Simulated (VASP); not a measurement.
# BN (P6_3/mmc) in VASP: notebook

BN is run at these levels: r2SCAN; tasks: single point.

Program: VASP 6.6.1. These are calculated values, not measurements. Logs are shortened: lines on timing, memory, paths and dates and some standing lists are left out, and cuts for length are marked.

### 1 The cell of the first run

Symmetry: P6_3/mmc, No. 194, hexagonal system. The conventional cell has a = 2.497 Å, b = 2.497 Å, c = 6.481 Å, α = 90.00°, β = 90.00°, γ = 120.00°. Within 1.9 Å of B (site symmetry -6m2) lie 3 N at 1.44 Å. Within 1.9 Å of N (site symmetry -6m2) lie 3 B at 1.44 Å.

### 2 Single point, r2SCAN (8.75 Å³/atom)

Contents of POSCAR:

```
BN
1.0
    2.4969020617      0.0000000000      0.0000000000
   -1.2484510309      2.1623806162      0.0000000000
    0.0000000000      0.0000000000      6.4807186127
B N
2 2
Direct
    0.3333333333      0.6666666667      0.2500000000
    0.6666666667      0.3333333333      0.7500000000
    0.3333333333      0.6666666667      0.7500000000
    0.6666666667      0.3333333333      0.2500000000
```

Contents of INCAR.step1:

```
  PREC = Accurate
  ENCUT = 520
  ISMEAR = 0
  SIGMA = 0.02
  LREAL = F
  LASPH = T
  NELM = 60
  NBANDS = 16
  GGA = PE
  ALGO = Normal
  EDIFF = 1E-4
  LWAVE = T
  LCHARG = F
```

Contents of INCAR.step2:

```
  PREC = Accurate
  ENCUT = 520
  EDIFF = 1E-6
  ISMEAR = 0
  SIGMA = 0.02
  LREAL = F
  LASPH = T
  NELM = 60
  ALGO = Normal
  ISIF = 2
  LWAVE = F
  LCHARG = F
  METAGGA = R2SCAN
  LMIXTAU = T
  NBANDS = 16
  ISTART = 1
```

Contents of KPOINTS:

```
regular mesh
0
Gamma
  12 12 4
```

Potentials or basis: VASP PAW PBE potentials, release 64 (B, N).

Launch:

```
$ cat potpaw_PBE.64/B/POTCAR potpaw_PBE.64/N/POTCAR > POTCAR
$ cp INCAR.step1 INCAR
$ mpirun -np 1 vasp_std > vasp.out
$ cp INCAR.step2 INCAR
$ mpirun -np 1 vasp_std > vasp.out
```

OUTCAR:

```text
PREC = Accurate
   ENCUT = 520
   EDIFF = 1E-6
   ISMEAR = 0
   LREAL = F
   LASPH = T
   NELM = 60
   ISIF = 2
   METAGGA = R2SCAN
   ISTART = 1

 ion  position               nearest neighbor table
   1  0.333  0.667  0.250-   4 1.44   4 1.44   4 1.44
   2  0.667  0.333  0.750-   3 1.44   3 1.44   3 1.44
   3  0.333  0.667  0.750-   2 1.44   2 1.44   2 1.44
   4  0.667  0.333  0.250-   1 1.44   1 1.44   1 1.44

  LATTYP: Found a hexagonal cell.
 ALAT       =     2.4969020617
 C/A-ratio  =     2.5955037292

  Lattice vectors:

 A1 = (   2.4969020617,   0.0000000000,   0.0000000000)
 A2 = (  -1.2484510309,   2.1623806162,   0.0000000000)
 A3 = (   0.0000000000,   0.0000000000,   6.4807186127)

Analysis of symmetry for initial positions (statically):
=====================================================================
 Subroutine PRICEL returns:
 Original cell was already a primitive cell.

 Routine SETGRP: Setting up the symmetry group for a
 hexagonal supercell.

 Subroutine GETGRP returns: Found 24 space group operations
 (whereof 12 operations were pure point group operations)
 out of a pool of 24 trial point group operations.

The static configuration has the point symmetry D_3d.
 The point group associated with its full space group is D_6h.

Analysis of symmetry for dynamics (positions and initial velocities):
=====================================================================
 Subroutine PRICEL returns:
 Original cell was already a primitive cell.

 Routine SETGRP: Setting up the symmetry group for a
 hexagonal supercell.

 Subroutine GETGRP returns: Found 24 space group operations
 (whereof 12 operations were pure point group operations)
 out of a pool of 24 trial point group operations.

The dynamic configuration has the point symmetry D_3d.
 The point group associated with its full space group is D_6h.

 Subroutine INISYM returns: Found 24 space group operations
 (whereof 12 operations are pure point group operations),
 and found     1 'primitive' translations

----------------------------------------------------------------------------------------

                                     Primitive cell

  volume of cell :      34.9910

  direct lattice vectors                    reciprocal lattice vectors
     2.496902062  0.000000000  0.000000000     0.400496285  0.231226638  0.000000000
    -1.248451031  2.162380616  0.000000000     0.000000000  0.462453276  0.000000000
     0.000000000  0.000000000  6.480718613     0.000000000  0.000000000  0.154303876

  length of vectors
     2.496902062  2.496902062  6.480718613     0.462453276  0.462453276  0.154303876

  position of ions in fractional coordinates (direct lattice)
     0.333333333  0.666666667  0.250000000
     0.666666667  0.333333333  0.750000000
     0.333333333  0.666666667  0.750000000
     0.666666667  0.333333333  0.250000000

  ion indices of the primitive-cell ions
   primitive index   ion index
                 1           1
                 2           2
                 3           3
                 4           4

----------------------------------------------------------------------------------------

 KPOINTS: regular mesh

Automatic generation of k-mesh.
 Grid dimensions read from file:
 generate k-points for:   12   12    4

 Generating k-lattice:

  Cartesian coordinates                     Fractional coordinates (reciprocal lattice)
     0.033374690  0.019268887  0.000000000     0.083333333 -0.000000000  0.000000000
     0.000000000  0.038537773  0.000000000     0.000000000  0.083333333  0.000000000
     0.000000000  0.000000000  0.038575969     0.000000000  0.000000000  0.250000000

  Length of vectors
     0.038537773  0.038537773  0.038575969

  Shift w.r.t. Gamma in fractional coordinates (k-lattice)
     0.000000000  0.000000000  0.000000000

 Subroutine IBZKPT returns following result:
 ===========================================

 Found     57 irreducible k-points:

 Following reciprocal coordinates:
            Coordinates               Weight
  0.000000  0.000000  0.000000      1.000000
  0.083333  0.000000  0.000000      6.000000
  0.166667  0.000000  0.000000      6.000000
  0.250000  0.000000  0.000000      6.000000
  0.333333 -0.000000  0.000000      6.000000
  0.416667 -0.000000  0.000000      6.000000
[... 16 lines left out ...]
  0.250000  0.000000  0.250000     12.000000
  0.333333 -0.000000  0.250000     12.000000
 [... further k-points ...]
   k-points           NKPTS =     57   k-points in BZ     NKDIM =     57   number of bands    NBANDS=     16
   number of dos      NEDOS =    301   number of ions     NIONS =      4
   total plane-waves  NPLWV =  19200
   dimension x,y,z NGX =    20 NGY =   20 NGZ =   48
   dimension x,y,z NGXF=    40 NGYF=   40 NGZF=   96
   ions per type =               2   2
   NGX,Y,Z   is equivalent  to a cutoff of  13.32, 13.32, 12.31 a.u.
   NGXF,Y,Z  is equivalent  to a cutoff of  26.63, 26.63, 24.63 a.u.
 SYSTEM =  unknown system
   PREC   = accura    normal or accurate (medium, high low for compatibility)
   ISTART =      1    job   : 0-new  1-cont  2-samecut
   ICHARG =      0    charge: 1-file 2-atom 10-const
   ISPIN  =      1    spin polarized calculation?
   LNONCOLLINEAR =      F non collinear calculations
   LSORBIT =      F    spin-orbit coupling
   LASPH  =      T    aspherical Exc in radial PAW
   ENCUT  =  520.0 eV  38.22 Ry    6.18 a.u.   4.64  4.64 12.05*2*pi/ulx,y,z
   NELM   =     60;   NELMIN=  2; NELMDL=  0     # of ELM steps
   EDIFF  = 0.1E-05   stopping-criterion for ELM
   LREAL  =      F    real-space projection
   EDIFFG = 0.1E-04   stopping-criterion for IOM
   NSW    =      0    number of steps for IOM
   IBRION =     -1    ionic relax: 0-MD 1-quasi-New 2-CG
   NFREE  =      0    steps in history (QN), initial steepest desc. (CG)
   ISIF   =      2    stress and relaxation
   ISYM   =      2    0-nonsym 1-usesym 2-fastsym
   POTIM  = 0.5000    time-step for ionic-motion
   TEBEG  =    0.0;   TEEND  =   0.0 temperature during run
   PSTRESS=    0.0 pullay stress
   NELECT =      16.0000    total number of electrons
   NUPDOWN=      -1.0000    fix difference up-down
   EMIN   =  10.00;   EMAX   =-10.00  energy-range for DOS
   EFERMI =   0.00;   METHOD = LEGACY
   ISMEAR =     0;   SIGMA  =   0.02  broadening in eV -4-tet -1-fermi 0-gaus
   EFERMI_NEDOS =   21; number of points for ismear=-14 and -15
   IALGO  =     38    algorithm
   IMIX   =      4    mixing-type and parameters
     AMIX     =   0.40;   BMIX     =  1.00
     AMIX_MAG =   1.60;   BMIX_MAG =  1.00
  volume/ion in A,a.u.               =       8.75        59.03
  Fermi-wavevector in a.u.,A,eV,Ry     =   1.261235  2.383388 21.642962  1.590713
  Thomas-Fermi vector in A             =   2.394704
   LORBIT       =      0    0 simple, 1 ext, 2 COOP (PROOUT), +10 PAW based schemes
   METAGGA = R2SCAN    functional components
   LHFCALC =     F    Hartree Fock is set to
   AEXX    =    0.0000 exact exchange contribution
   IVDW    =     0    specifies the selected vdW correction
   LEPSILON=     F    determine dielectric tensor
   LRPA    =     F    only Hartree local field effects (RPA)
 non-spin polarized calculation
 Gauss-broadening in eV      SIGMA  =   0.02
  energy-cutoff  :      520.00
  volume of cell :       34.99
 maximum number of plane-waves:       973
 NGX is ok and might be reduce to    20
   NGX =  9   NGY =  9   NGZ = 25

 number of electron      15.9999999 magnetization

 Free energy of the ion-electron system (eV)
  ---------------------------------------------------
  ext. energy  EPLUGINS =         0.00000000
  ---------------------------------------------------
  free energy    TOTEN  =       -38.58370621 eV

  energy without entropy =      -38.58370621  energy(sigma->0) =      -38.58370621

 E-fermi :   2.4261     XC(G=0): -10.9219

 val. band max:        2.2718933617   @ k =   0.3333   0.2500   0.0000
 cond. band min:       7.1105037611   @ k =   0.5000   0.0000   0.0000
 fundamental gap:      4.8386103994
 Fermi energy:         2.4261033890

 k-point     1 :       0.0000    0.0000    0.0000
  band No.  band energies     occupation
      1     -16.6215      2.00000
      2     -16.2729      2.00000
      3      -4.2754      2.00000
      4      -1.8269      2.00000
      5       0.9055      2.00000
      6       0.9055      2.00000
[... 8 lines left out ...]
     15      15.5992      0.00000
     16      16.6933      0.00000

 k-point     2 :       0.0833    0.0000    0.0000
  band No.  band energies     occupation
      1     -16.4785      2.00000
      2     -16.1352      2.00000
      3      -4.0797      2.00000
      4      -1.6521      2.00000
      5       0.3153      2.00000
      6       0.3615      2.00000
[... 8 lines left out ...]
     15      16.0914      0.00000
     16      16.1129      0.00000

 k-point     3 :       0.1667    0.0000    0.0000
  band No.  band energies     occupation
      1     -16.0579      2.00000
      2     -15.7306      2.00000
      3      -3.4999      2.00000
      4      -1.1817      2.00000
      5      -1.1396      2.00000
      6      -1.1250      2.00000
[... 8 lines left out ...]
     15      17.1003      0.00000
     16      17.2783      0.00000

 k-point     4 :       0.2500    0.0000    0.0000
  band No.  band energies     occupation
      1     -15.3886      2.00000
      2     -15.0899      2.00000
      3      -3.0797      2.00000
      4      -2.9978      2.00000
      5      -2.5624      2.00000
      6      -0.8091      2.00000
[... 8 lines left out ...]
     15      19.1606      0.00000
     16      19.3818      0.00000
[... 324 lines left out ...]
 k-point    22 :       0.1667    0.0000    0.2500
  band No.  band energies     occupation
      1     -16.0126      2.00000
      2     -15.7814      2.00000
      3      -3.2169      2.00000
      4      -1.6006      2.00000
      5      -1.1656      2.00000
      6      -1.0969      2.00000
[... 8 lines left out ...]
     15      16.9728      0.00000
     16      17.0775      0.00000

 k-point    23 :       0.2500    0.0000    0.2500
  band No.  band energies     occupation
      1     -15.3469      2.00000
      2     -15.1359      2.00000
      3      -3.0869      2.00000
      4      -3.0184      2.00000
      5      -2.2652      2.00000
      6      -0.7984      2.00000
[... 8 lines left out ...]
     15      19.4007      0.00000
     16      19.5038      0.00000

 k-point    24 :       0.3333   -0.0000    0.2500
  band No.  band energies     occupation
      1     -14.5071      2.00000
      2     -14.3292      2.00000
      3      -4.9518      2.00000
      4      -4.8773      2.00000
      5      -1.4606      2.00000
      6      -1.4041      2.00000
[... 8 lines left out ...]
     15      20.3202      0.00000
     16      22.1197      0.00000

 [... further k-points ...]

------------------------ aborting loop because EDIFF is reached ----------------------------------------

  FORCE on cell =-STRESS in cart. coord.  units (eV):
  Direction    XX          YY          ZZ          XY          YZ          ZX
  --------------------------------------------------------------------------------------
  -------------------------------------------------------------------------------------
  Total        0.5742911      0.5742911      0.3422521     -0.0000000      0.0000000      0.0000000
  in kB       26.2957666     26.2957666     15.6711154     -0.0000000      0.0000000      0.0000000
  external PRESSURE =      22.7542162 kB  Pullay stress =       0.0000000 kB

 VOLUME and BASIS-vectors are now :
 -----------------------------------------------------------------------------
  energy-cutoff  :      520.00
  volume of cell :       34.99
      direct lattice vectors                 reciprocal lattice vectors
     2.496902062  0.000000000  0.000000000     0.400496285  0.231226638  0.000000000
    -1.248451031  2.162380616  0.000000000     0.000000000  0.462453276  0.000000000
     0.000000000  0.000000000  6.480718613     0.000000000  0.000000000  0.154303876

 POSITION                                       TOTAL-FORCE (eV/Angst)
 -----------------------------------------------------------------------------------
     -0.00000      1.44159      1.62018         0.000000      0.000000      0.000000
      1.24845      0.72079      4.86054         0.000000      0.000000      0.000000
     -0.00000      1.44159      4.86054        -0.000000      0.000000      0.000000
      1.24845      0.72079      1.62018         0.000000     -0.000000      0.000000
 -----------------------------------------------------------------------------------
    total drift:                                0.000000     -0.000000      0.000000

  FREE ENERGIE OF THE ION-ELECTRON SYSTEM (eV)
  ---------------------------------------------------
  free  energy   TOTEN  =       -38.5837062138 eV

  energy  without entropy=      -38.5837062138  energy(sigma->0) =      -38.58370621
```

Wall time 56 s (1 thread of AMD EPYC 9R45 (Zen 5), shared host); peak memory 0.13 GiB.

What came out:

```
Free energy            : -38.5837 eV
Pressure               : 2.3 GPa
Band gap on the k mesh : 4.84 eV (least direct gap 5.24 eV)
```

Stress tensor (GPa, compression positive):
```
2.63 0.00 0.00
0.00 2.63 0.00
0.00 0.00 1.57
```

Caveat: the PAW data sets were made with another functional, which shifts forces and pressure a little. A k mesh can miss the band edges.

[end of part 1 of 2]
